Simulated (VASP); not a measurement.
# HfZr3Se8 (P2/m) in VASP: single point with PBE

Aim: the single point of HfZr3Se8 with PBE.

Everything below comes from runs of VASP 6.6.1. Logs are shortened: lines on timing, memory, paths and dates and some standing lists are left out, and cuts for length are marked.

### 1 The cell of the first run

The structure is monoclinic, space group P2/m (No. 10). Conventional cell: a = 6.567 Å, b = 7.584 Å, c = 6.918 Å, α = 90.00°, β = 90.01°, γ = 90.00°. Within 3.6 Å of Zr (site symmetry 2/m) lie 6 Se at 2.70 to 2.71 Å. Within 3.6 Å of Zr (site symmetry 2) lie 6 Se at 2.70 to 2.71 Å. Within 3.5 Å of Hf (site symmetry 2/m) lie 6 Se at 2.69 Å. Se (site symmetry 1) has 1 Hf at 2.69 Å and 2 Zr at 2.71 Å within 3.5 Å. Se (site symmetry m) has 3 Zr at 2.70 Å within 3.6 Å. Within 3.5 Å of Se (site symmetry m) lie 1 Hf at 2.69 Å and 2 Zr at 2.71 Å.

### 2 Single point, PBE

Input file INCAR:

```
SYSTEM = HfZr3Se8
PREC = Accurate ; ENCUT = 520
EDIFF = 1E-7 ; ISMEAR = 0
SIGMA = 0.1 ; LREAL = .FALSE.
LASPH = .TRUE. ; NELM = 100
ALGO = Normal ; ISIF = 2
LWAVE = .FALSE. ; LCHARG = .FALSE.
GGA = PE ; NBANDS = 59
```

Input file KPOINTS:

```
Automatic mesh
0
G
  4 2 4
  0 0 0
```

Input file POSCAR:

```
HfZr3Se8
1.0
    6.5668512000      0.0000000000      0.0000000000
    0.0000000000      7.5840081000      0.0000000000
   -0.0014143000      0.0000000000      6.9177989000
Zr Hf Se
3 1 8
Direct
    0.0000000000      0.5000000000      0.0000000000
    0.5000000000      0.2498560000      0.0000000000
    0.5000000000      0.7501440000      0.0000000000
    0.0000000000      0.0000000000      0.0000000000
    0.1656180000      0.2483720000      0.2284740000
    0.1656180000      0.7516280000      0.2284740000
    0.6663960000      0.5000000000      0.2290960000
    0.6691640000      0.0000000000      0.2284350000
    0.3308360000      0.0000000000      0.7715650000
    0.3336040000      0.5000000000      0.7709040000
    0.8343820000      0.2483720000      0.7715260000
    0.8343820000      0.7516280000      0.7715260000
```

Potentials or basis: VASP PAW PBE potentials, release 64 (Zr_sv, Hf_pv, Se).

Started as:

```console
$ cat potpaw_PBE.64/Zr_sv/POTCAR potpaw_PBE.64/Hf_pv/POTCAR potpaw_PBE.64/Se/POTCAR > POTCAR
$ mpirun -np 1 vasp_std > vasp.out
```

OUTCAR:

```text
SYSTEM = HfZr3Se8
   PREC = Accurate
   ENCUT = 520
   EDIFF = 1E-7
   ISMEAR = 0
   LREAL = .FALSE.
   LASPH = .TRUE.
   NELM = 100
   ISIF = 2
   GGA = PE

 ion  position               nearest neighbor table
   1  0.000  0.500  0.000-   7 2.70  10 2.70   5 2.71   6 2.71  11 2.71  12 2.71   4 3.79   4 3.79
                             2 3.79   3 3.79   2 3.79   3 3.79
   2  0.500  0.250  0.000-   7 2.70  10 2.70   9 2.71   8 2.71   5 2.71  11 2.71   3 3.79   4 3.79
                             4 3.79   1 3.79   1 3.79   3 3.79
   3  0.500  0.750  0.000-   7 2.70  10 2.70   9 2.71   8 2.71   6 2.71  12 2.71   2 3.79   4 3.79
                             4 3.79   1 3.79   1 3.79   2 3.79
   4  0.000  0.000  0.000-   8 2.69   9 2.69   5 2.69   6 2.69  11 2.69  12 2.69   2 3.79   3 3.79
                             2 3.79   3 3.79   1 3.79   1 3.79
   5  0.166  0.248  0.228-   4 2.69   2 2.71   1 2.71
   6  0.166  0.752  0.228-   4 2.69   3 2.71   1 2.71
   7  0.666  0.500  0.229-   2 2.70   3 2.70   1 2.70
   8  0.669  0.000  0.228-   4 2.69   3 2.71   2 2.71
   9  0.331  0.000  0.772-   4 2.69   3 2.71   2 2.71
  10  0.334  0.500  0.771-   2 2.70   3 2.70   1 2.70
  11  0.834  0.248  0.772-   4 2.69   2 2.71   1 2.71
  12  0.834  0.752  0.772-   4 2.69   3 2.71   1 2.71

  LATTYP: Found a simple monoclinic cell.
 ALAT       =     6.5668512000
 B/A-ratio  =     1.1548926371
 C/A-ratio  =     1.0534423324
 COS(beta)  =    -0.0002044436

  Lattice vectors:

 A1 = (   6.5668512000,   0.0000000000,   0.0000000000)
 A2 = (   0.0000000000,   7.5840081000,   0.0000000000)
 A3 = (  -0.0014143000,   0.0000000000,   6.9177989000)

Analysis of symmetry for initial positions (statically):
=====================================================================
 Subroutine PRICEL returns:
 Original cell was already a primitive cell.

 Routine SETGRP: Setting up the symmetry group for a
 simple monoclinic supercell.

 Subroutine GETGRP returns: Found  4 space group operations
 (whereof  4 operations were pure point group operations)
 out of a pool of  4 trial point group operations.

The static configuration has the point symmetry C_2h.

Analysis of symmetry for dynamics (positions and initial velocities):
=====================================================================
 Subroutine PRICEL returns:
 Original cell was already a primitive cell.

 Routine SETGRP: Setting up the symmetry group for a
 simple monoclinic supercell.

 Subroutine GETGRP returns: Found  4 space group operations
 (whereof  4 operations were pure point group operations)
[... 130 lines left out ...]
   EMIN   =  10.00;   EMAX   =-10.00  energy-range for DOS
   EFERMI =   0.00;   METHOD = LEGACY
   ISMEAR =     0;   SIGMA  =   0.10  broadening in eV -4-tet -1-fermi 0-gaus
   EFERMI_NEDOS =   21; number of points for ismear=-14 and -15
   IALGO  =     38    algorithm
   IMIX   =      4    mixing-type and parameters
     AMIX     =   0.40;   BMIX     =  1.00
     AMIX_MAG =   1.60;   BMIX_MAG =  1.00
  volume/ion in A,a.u.               =      28.71       193.75
  Fermi-wavevector in a.u.,A,eV,Ry     =   1.061800  2.006511 15.339477  1.127420
  Thomas-Fermi vector in A             =   2.197229
   LORBIT       =      0    0 simple, 1 ext, 2 COOP (PROOUT), +10 PAW based schemes
   GGA     = PE    functional components
   LHFCALC =     F    Hartree Fock is set to
   AEXX    =    0.0000 exact exchange contribution
   IVDW    =     0    specifies the selected vdW correction
   LEPSILON=     F    determine dielectric tensor
   LRPA    =     F    only Hartree local field effects (RPA)
 non-spin polarized calculation
 Gauss-broadening in eV      SIGMA  =   0.10
  energy-cutoff  :      520.00
  volume of cell :      344.53
 maximum number of plane-waves:      9304
 NGX is ok and might be reduce to    50
   NGX = 25   NGY = 29   NGZ = 25

 number of electron      94.0000002 magnetization

 Free energy of the ion-electron system (eV)
  ---------------------------------------------------
  ext. energy  EPLUGINS =         0.00000000
  ---------------------------------------------------
  free energy    TOTEN  =       -79.63654145 eV

  energy without entropy =      -79.63637273  energy(sigma->0) =      -79.63645709

 E-fermi :   3.1173     XC(G=0):  -8.8031

 val. band max:        2.9098307167   @ k =   0.0000   0.0000   0.0000
 cond. band min:       3.3119753791   @ k =   0.5000   0.0000   0.5000
 fundamental gap:      0.4021446624
 Fermi energy:         3.1172691523

 k-point     1 :       0.0000    0.0000    0.0000
  band No.  band energies     occupation
      1     -46.6215      2.00000
      2     -46.6117      2.00000
      3     -46.6081      2.00000
      4     -28.3682      2.00000
      5     -28.3541      2.00000
      6     -28.3492      2.00000
[... 1229 lines left out ...]
     58       5.9818      0.00000
     59       5.9970      0.00000

------------------------ aborting loop because EDIFF is reached ----------------------------------------

  FORCE on cell =-STRESS in cart. coord.  units (eV):
  Direction    XX          YY          ZZ          XY          YZ          ZX
  --------------------------------------------------------------------------------------
  -------------------------------------------------------------------------------------
  Total       -0.1940880      1.3918386     -0.1775051      0.0000000      0.0000000      0.1239582
  in kB       -0.9025791      6.4725520     -0.8254628      0.0000000      0.0000000      0.5764505
  external PRESSURE =       1.5815034 kB  Pullay stress =       0.0000000 kB

 VOLUME and BASIS-vectors are now :
 -----------------------------------------------------------------------------
  energy-cutoff  :      520.00
  volume of cell :      344.53
      direct lattice vectors                 reciprocal lattice vectors
     6.566851200  0.000000000  0.000000000     0.152279985  0.000000000  0.000031133
     0.000000000  7.584008100  0.000000000     0.000000000  0.131856399  0.000000000
    -0.001414300  0.000000000  6.917798900     0.000000000  0.000000000  0.144554650

 POSITION                                       TOTAL-FORCE (eV/Angst)
 -----------------------------------------------------------------------------------
      0.00000      3.79200      0.00000         0.000000      0.000000     -0.000000
      3.28343      1.89491      0.00000         0.000000     -0.008934     -0.000000
      3.28343      5.68910      0.00000         0.000000      0.008934     -0.000000
      0.00000      0.00000      0.00000         0.000000      0.000000     -0.000000
      1.08727      1.88366      1.58054        -0.002765     -0.024847     -0.016393
      1.08727      5.70035      1.58054        -0.002765      0.024847     -0.016393
      4.37580      3.79200      1.58484         0.007311      0.000000      0.000289
      4.39398      0.00000      1.58027         0.037986      0.000000     -0.019974
      2.17146      0.00000      5.33753        -0.037986      0.000000      0.019974
      2.18964      3.79200      5.33296        -0.007311      0.000000     -0.000289
      5.47817      1.88366      5.33726         0.002765     -0.024847      0.016393
      5.47817      5.70035      5.33726         0.002765      0.024847      0.016393
 -----------------------------------------------------------------------------------
    total drift:                                0.000000      0.000000     -0.000000

  FREE ENERGIE OF THE ION-ELECTRON SYSTEM (eV)
  ---------------------------------------------------
  free  energy   TOTEN  =       -79.6365414473 eV

  energy  without entropy=      -79.6363727329  energy(sigma->0) =      -79.63645709
```

stdout:

```text
POSCAR found type information on POSCAR ZrHfSe
 POSCAR found :  3 types and      12 ions
 scaLAPACK will be used
 LDA part: xc-table for (Slater+PW92), standard interpolation
 POSCAR, INCAR and KPOINTS ok, starting setup
 FFT: planning ... GRIDC
 FFT: planning ... GRID_SOFT
 FFT: planning ... GRID
 WAVECAR not read
 entering main loop
```

Run time: 9.3 min. Hardware: 1 thread of Intel Xeon Platinum 8375C at 2.90GHz (Ice Lake), shared host; peak memory 0.6 GiB.

What came out:

```yaml
Free_energy: -79.6365 eV
Pressure: 0.2 GPa
Largest_force: 0.043 eV/Å
Band_gap_on_the_k_mesh: 0.40 eV (least direct gap 0.46 eV)
```

Forces in eV/Å, atoms in the order of the input:
```
Zr   0.000  0.000  0.000
Zr   0.000 -0.009  0.000
Zr   0.000  0.009  0.000
Hf   0.000  0.000  0.000
Se  -0.003 -0.025 -0.016
Se  -0.003  0.025 -0.016
Se   0.007  0.000  0.000
Se   0.038  0.000 -0.020
Se  -0.038  0.000  0.020
Se  -0.007  0.000  0.000
Se   0.003 -0.025  0.016
Se   0.003  0.025  0.016
```

Stress tensor (GPa, compression positive):
```
-0.09  0.00  0.06
 0.00  0.65  0.00
 0.06  0.00 -0.08
```

Caveat: spin-orbit coupling is left out, which moves the levels of the heavy elements; this functional lacks dispersion, which binds the layers, so the pressure and a relaxed spacing across them are unreliable. A k mesh can miss the band edges.
